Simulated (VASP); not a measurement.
# SiO2: single point with r2SCAN

Crystal: SiO2.

```xyz
9
Lattice="4.9999 0.0000 0.0000 -2.5000 4.3301 0.0000 0.0000 0.0000 5.5022" Properties=species:S:1:pos:R:3 pbc="T T T"
Si    1.2500    2.1650    1.8341
Si   -1.2500    2.1650    3.6681
Si    2.5000    0.0000    0.0000
O    -0.9578    3.4397    4.5852
O     1.5422    0.8904    0.9170
O     0.0000    1.7808    2.7511
O     3.4577    0.8904    4.5852
O     0.9578    3.4397    0.9170
O     2.5000    2.5493    2.7511
```

```
Program                : VASP 6.6.1
Task                   : single point
Functional             : r2SCAN
Potentials or basis    : VASP PAW PBE potentials, release 64 (Si, O)
Cutoff                 : 660 eV
k mesh                 : 6 × 6 × 4
Occupations            : gaussian, width 0.02 eV
Spin                   : no spin polarisation
Dipole correction      : no
Further INCAR settings : ALGO = Normal; EDIFF = 1e-06; NBANDS = 34
```

- Pressure: 4.5 GPa
- Largest force: 0.022 eV/Å
- Band gap on the k mesh: 6.40 eV (least direct gap 6.57 eV)

Forces on the atoms (eV/Å):
```
Si   0.000  0.000  0.000
Si   0.000  0.000  0.000
Si   0.000  0.000  0.000
O    0.019 -0.011  0.000
O    0.019  0.011  0.000
O    0.000  0.022  0.000
O   -0.019  0.011  0.000
O   -0.019 -0.011  0.000
O    0.000 -0.022  0.000
```

Stress tensor (GPa, compression positive):
```
4.42 0.00 0.00
0.00 4.42 0.00
0.00 0.00 4.57
```

Levels at points of the mesh, in eV from the valence-band top:
```
           k point  band 20  band 21  band 22  band 23  band 24  band 25  band 26  band 27  band 28  band 29
(0.00, 0.00, 0.00)    -1.07    -1.07    -0.49    -0.49    -0.16     6.40     9.84     9.84    10.31    10.31
(0.50, 0.00, 0.00)    -1.25    -1.20    -1.02    -0.37     0.00     8.52     9.44    10.52    10.65    10.69
(0.00, 0.00, 0.50)    -1.86    -1.24    -0.30     0.00     0.00     8.29     8.29     9.27    11.01    11.01
(0.50, 0.00, 0.50)    -1.35    -0.96    -0.75    -0.69    -0.36     9.70     9.95    10.30    10.32    10.48
```

Wall time 3.4 min on 1 thread of Intel(R) Xeon(R) 6975P-C (Granite Rapids) (shared host), peak memory 0.34 GiB.

Caveat: the cell stands under pressure; the PAW data sets were made with another functional, which shifts forces and pressure a little. A k mesh can miss the band edges.
